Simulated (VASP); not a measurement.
The system is LaC.

```
CELL_PARAMETERS angstrom
3.76155 0.00000 0.00000
-1.88077 3.25759 0.00000
0.00000 0.00000 3.21206
ATOMIC_POSITIONS crystal
La 0.00000 0.00000 0.00000
C 0.66667 0.33333 0.50000
```

Base run:

```yaml
Program: VASP 6.6.1
Functional: LDA
Potentials_or_basis: VASP PAW LDA potentials, release 64 (La, C)
Cutoff: 520 eV
k_mesh: 10 × 10 × 10
Occupations: gaussian, width 0.05 eV
Spin: no spin polarisation
```

Its results: pressure -5.9 GPa.

The run is repeated on the same cell with these changes: functional from LDA to PBEsol; potentials or basis from VASP PAW LDA potentials, release 64 (La, C) to VASP PAW PBE potentials, release 64 (La, C). What comes out?

Pressure -3.8 GPa.

Caveats: the PAW data sets were made with another functional, which shifts forces and pressure a little (some runs).
